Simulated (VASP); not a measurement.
# Si8O in VASP: single point with PBE+D3(BJ)

Aim: the single point of Si8O with PBE+D3(BJ).

Everything below comes from runs of VASP 6.6.1. Logs are shortened: lines on timing, memory, paths and dates and some standing lists are left out, and cuts for length are marked.

### 1 The cell of the first run

The cell holds a slab with vacuum, 9 atoms: a = 3.816 Å, b = 6.313 Å, c = 21.332 Å, α = 90.00°, β = 90.00°, γ = 90.00°.

### 2 Single point, PBE+D3(BJ), collinear spin, ferromagnetic start

File INCAR:

```
ALGO = Normal
DIPOL = 0.5 0.5 0.311
EDIFF = 1E-6
ENCUT = 520
GGA = PE
IDIPOL = 3
ISIF = 2
ISMEAR = 0
ISPIN = 2
IVDW = 12
LASPH = T
LCHARG = T
LDIPOL = T
LELF = T
LORBIT = 11
LREAL = F
LVACPOTAV = T
LVHAR = T
LWAVE = F
MAGMOM = 0 0 0 0 0 0 0 0 2
NBANDS = 33
NELM = 150
PREC = Accurate
SIGMA = 0.05
```

File KPOINTS:

```
k-points
0
Gamma
  7 4 1
```

File POSCAR:

```
Si8O
1.0
    3.8155170209      0.0000000000      0.0000000000
    0.0000000000      6.3129357835      0.0000000000
    0.0000000000      0.0000000000     21.3318711348
Si O
8 1
Direct
    0.0000000000      0.9369021389      0.1875128522
    0.0000000000      0.5630978611      0.1875128522
    0.5000000000      0.4369021389      0.2391466205
    0.5000000000      0.0630978611      0.2391466205
    0.5000000000      0.9332664455      0.3430438269
    0.5000000000      0.5667335545      0.3430438269
    0.0000000000      0.4266292811      0.3858954089
    0.0000000000      0.0733707189      0.3858954089
    0.5000000000      0.4266292811      0.4890274777
```

Potentials or basis: VASP PAW PBE potentials, release 64 (Si, O).

Command:

```bash
> cat potpaw_PBE.64/Si/POTCAR potpaw_PBE.64/O/POTCAR > POTCAR
> mpirun -np 1 vasp_std > vasp.out
```

OUTCAR:

```text
EDIFF = 1E-6
   ENCUT = 520
   GGA = PE
   ISIF = 2
   ISMEAR = 0
   ISPIN = 2
   IVDW = 12
   LASPH = T
   LORBIT = 11
   LREAL = F
   NELM = 150
   PREC = Accurate
 IVDW          = 12

 ion  position               nearest neighbor table
   1  0.000  0.937  0.188-   4 2.34   4 2.34   2 2.36
   2  0.000  0.563  0.188-   3 2.34   3 2.34   1 2.36
   3  0.500  0.437  0.239-   2 2.34   2 2.34   4 2.36   6 2.36
   4  0.500  0.063  0.239-   1 2.34   1 2.34   3 2.36   5 2.36
   5  0.500  0.933  0.343-   8 2.29   8 2.29   6 2.31   4 2.36
   6  0.500  0.567  0.343-   7 2.29   7 2.29   5 2.31   3 2.36
   7  0.000  0.427  0.386-   8 2.23   6 2.29   6 2.29
   8  0.000  0.073  0.386-   7 2.23   5 2.29   5 2.29
   9  0.500  0.427  0.489-

  LATTYP: Found a simple orthorhombic cell.
 ALAT       =     3.8155170209
 B/A-ratio  =     1.6545426869
 C/A-ratio  =     5.5908205934

  Lattice vectors:

 A1 = (   3.8155170209,   0.0000000000,   0.0000000000)
 A2 = (   0.0000000000,   6.3129357835,   0.0000000000)
 A3 = (   0.0000000000,   0.0000000000,  21.3318711348)

Analysis of symmetry for initial positions (statically):
=====================================================================
 Subroutine PRICEL returns:
 Original cell was already a primitive cell.

 Routine SETGRP: Setting up the symmetry group for a
 simple orthorhombic supercell.

 Subroutine GETGRP returns: Found  2 space group operations
 (whereof  2 operations were pure point group operations)
 out of a pool of  8 trial point group operations.

The static configuration has the point symmetry C_1h.

Analysis of symmetry for dynamics (positions and initial velocities):
=====================================================================
 Subroutine PRICEL returns:
 Original cell was already a primitive cell.

 Routine SETGRP: Setting up the symmetry group for a
 simple orthorhombic supercell.

 Subroutine GETGRP returns: Found  2 space group operations
 (whereof  2 operations were pure point group operations)
 out of a pool of  8 trial point group operations.

The dynamic configuration has the point symmetry C_1h.

Analysis of structural, dynamic, and magnetic symmetry:
=====================================================================
 Subroutine PRICEL returns:
 Original cell was already a primitive cell.

[... 156 lines left out ...]
  free energy    TOTEN  =       -42.34306494 eV

  energy without entropy =      -42.34055286  energy(sigma->0) =      -42.34180890

 E-fermi :  -2.0433     XC(G=0):  -3.8632

 val. band max:       -2.1097040478   @ k =   0.0000   0.2500   0.0000
 cond. band min:      -2.0258825346   @ k =   0.0000   0.0000   0.0000
 fundamental gap:      0.0838215132
 Fermi energy:        -2.0432960003

 spin component 1

 k-point     1 :       0.0000    0.0000    0.0000
  band No.  band energies     occupation
      1     -19.0930      1.00000
      2     -13.7300      1.00000
      3     -12.3964      1.00000
      4     -11.3616      1.00000
      5      -9.9549      1.00000
      6      -9.3199      1.00000
[... 397 lines left out ...]
     30       2.8716      0.00000
     31       3.1576      0.00000
 Fermi energy:        -2.0432960003

 spin component 2

 k-point     1 :       0.0000    0.0000    0.0000
  band No.  band energies     occupation
      1     -16.7812      1.00000
      2     -13.6985      1.00000
      3     -12.3780      1.00000
      4     -11.3383      1.00000
      5      -9.9357      1.00000
      6      -9.2754      1.00000
[... 397 lines left out ...]
     30       2.9144      0.00000
     31       3.1965      0.00000
 [bands above 31 left out]

------------------------ aborting loop because EDIFF is reached ----------------------------------------

 Edisp (eV)   -2.18309

 E8    (eV) :    -0.9378

  FORCE on cell =-STRESS in cart. coord.  units (eV):
  Direction    XX          YY          ZZ          XY          YZ          ZX
  --------------------------------------------------------------------------------------
  -------------------------------------------------------------------------------------
  Total      -0.13493    -0.12603    -3.96551     0.00000    -0.18425     0.00000
  in kB      -0.42074    -0.39298   -12.36506     0.00000    -0.57451     0.00000
  external pressure =       -4.39 kB  Pullay stress =        0.00 kB

 VOLUME and BASIS-vectors are now :
 -----------------------------------------------------------------------------
  energy-cutoff  :      520.00
  volume of cell :      513.82
      direct lattice vectors                 reciprocal lattice vectors
     3.815517021  0.000000000  0.000000000     0.262087679  0.000000000  0.000000000
     0.000000000  6.312935784  0.000000000     0.000000000  0.158404906  0.000000000
     0.000000000  0.000000000 21.331871135     0.000000000  0.000000000  0.046878213

 POSITION                                       TOTAL-FORCE (eV/Angst)
 -----------------------------------------------------------------------------------
      0.00000      5.91460      4.00000         0.000000     -0.675448      0.544079
      0.00000      3.55480      4.00000         0.000000      0.685254      0.583416
      1.90776      2.75814      5.10144         0.000000     -0.016030     -0.572817
      1.90776      0.39833      5.10144         0.000000      0.080622     -0.657669
      1.90776      5.89165      7.31777         0.000000     -0.061789      0.061063
      1.90776      3.57775      7.31777         0.000000      0.099460     -0.049505
      0.00000      2.69328      8.23187         0.000000      0.222568      1.396640
      0.00000      0.46318      8.23187         0.000000     -0.377302      0.057081
      1.90776      2.69328     10.43187         0.000000      0.042665     -1.362288
 -----------------------------------------------------------------------------------
    total drift:                                0.000000      0.000061      0.000151

  FREE ENERGIE OF THE ION-ELECTRON SYSTEM (eV)
  ---------------------------------------------------
  free  energy   TOTEN  =       -44.5261521991 eV

  energy  without entropy=      -44.5236401204  energy(sigma->0) =      -44.52489616

 vacuum level on the upper side and lower side of the slab         4.865         2.694

 total charge

# of ion       s       p       d       tot
------------------------------------------
    1        0.792   0.849   0.000   1.641
    2        0.792   0.850   0.000   1.642
    3        0.760   0.911   0.000   1.671
    4        0.764   0.903   0.000   1.667
    5        0.760   0.945   0.000   1.705
    6        0.763   0.943   0.000   1.706
    7        0.782   0.854   0.000   1.636
    8        0.793   0.895   0.000   1.688
    9        1.612   3.021   0.000   4.633
--------------------------------------------------
tot          7.819  10.172   0.000  17.991

 magnetization (x)

# of ion       s       p       d       tot
------------------------------------------
    1       -0.009  -0.035   0.000  -0.044
    2        0.000   0.021   0.000   0.021
    3       -0.002  -0.003   0.000  -0.005
    4        0.004   0.006   0.000   0.010
    5       -0.002  -0.002   0.000  -0.004
    6       -0.000   0.008   0.000   0.007
    7       -0.001  -0.022   0.000  -0.023
    8        0.013   0.084   0.000   0.097
    9        0.012   1.065   0.000   1.076
--------------------------------------------------
tot          0.014   1.121   0.000   1.135
```

OSZICAR:

```text
N       E                     dE             d eps       ncg     rms          rms(c)
DAV:   1     0.199804077590E+03    0.19980E+03   -0.12190E+04  1584   0.833E+02
DAV:   2    -0.145759905308E+02   -0.21438E+03   -0.20528E+03  2254   0.159E+02
DAV:   3    -0.434463152775E+02   -0.28870E+02   -0.27520E+02  2002   0.530E+01
[... 38 lines left out ...]
DAV:  42    -0.423430589439E+02   -0.30373E-05   -0.39934E-07  1420   0.257E-03    0.138E-03
DAV:  43    -0.423430621250E+02   -0.31811E-05   -0.27016E-07  1402   0.220E-03    0.153E-03
DAV:  44    -0.423430634738E+02   -0.13488E-05   -0.81025E-08  1370   0.102E-03    0.123E-03
DAV:  45    -0.423430645385E+02   -0.10648E-05   -0.89428E-08  1402   0.821E-04    0.656E-04
DAV:  46    -0.423430649428E+02   -0.40425E-06   -0.34587E-08  1351   0.719E-04
   1 F= -.44526152E+02 E0= -.44524896E+02  d E =-.251208E-02  mag=     1.5330
```

stdout:

```text
POSCAR found type information on POSCAR SiO
 POSCAR found :  2 types and       9 ions
 scaLAPACK will be used
 LDA part: xc-table for (Slater+PW92), standard interpolation
 POSCAR, INCAR and KPOINTS ok, starting setup
 FFT: planning ... GRIDC
 FFT: planning ... GRID_SOFT
 FFT: planning ... GRID
 WAVECAR not read
 entering main loop
 -----------------------------------------------------------------------------
|                                                                             |
|           W    W    AA    RRRRR   N    N  II  N    N   GGGG   !!!           |
|           W    W   A  A   R    R  NN   N  II  NN   N  G    G  !!!           |
|           W    W  A    A  R    R  N N  N  II  N N  N  G       !!!           |
|           W WW W  AAAAAA  RRRRR   N  N N  II  N  N N  G  GGG   !            |
|           WW  WW  A    A  R   R   N   NN  II  N   NN  G    G                |
|           W    W  A    A  R    R  N    N  II  N    N   GGGG   !!!           |
|                                                                             |
|     Did not find any points to average over, which means that no vacuum     |
|     field-free region was found. Please increase the size of  your cell     |
|     in the dimension of the dipole correction to obtain accurate            |
|     workfunction values.                                                    |
|                                                                             |
 -----------------------------------------------------------------------------
```

Run time: 37 min. Hardware: 1 thread of Intel Xeon 8259CL, shared host; peak memory 0.84 GiB.

What came out:

| Item | Value |
| --- | --- |
| Free energy | -44.5262 eV |
| Largest force | 1.414 eV/Å |
| Net moment | 1.53 μB per cell |
| Site moments | Si -0.04, +0.02, -0.01, +0.01, -0.00, -0.02, +0.10 (each value once); O +1.08 μB |
| Valence electrons inside the program's atomic spheres | Si 1.64, 1.67, 1.71, 1.69 (each value once); O 4.63 |
| Dispersion energy per atom | -0.243 eV |

Forces on the atoms (eV/Å):
```
Si   0.000 -0.675  0.544
Si   0.000  0.685  0.583
Si   0.000 -0.016 -0.573
Si   0.000  0.081 -0.658
Si   0.000 -0.062  0.061
Si   0.000  0.099 -0.050
Si   0.000  0.223  1.397
Si   0.000 -0.377  0.057
O    0.000  0.043 -1.362
```

Levels at points of the mesh, in eV from the Fermi level:
Spin up:
```
           k point  band 17  band 18  band 19  band 20  band 21  band 22  band 23  band 24
(0.00, 0.00, 0.00)    -1.01    -0.77    -0.10     0.12     0.62     1.23     1.76     2.39
(0.00, 0.50, 0.00)    -1.07    -0.99    -0.98    -0.68     0.84     1.36     1.87     2.06
```
Spin down:
```csv
k point,band 14,band 15,band 16,band 17,band 18,band 19,band 20,band 21,band 22,band 23
"(0.00, 0.00, 0.00)",-1.07,-0.98,-0.46,-0.24,0.02,0.18,0.62,0.77,1.28,1.79
"(0.00, 0.50, 0.00)",-1.30,-1.12,-1.05,-1.00,-0.11,-0.09,0.35,1.06,1.55,1.91
```
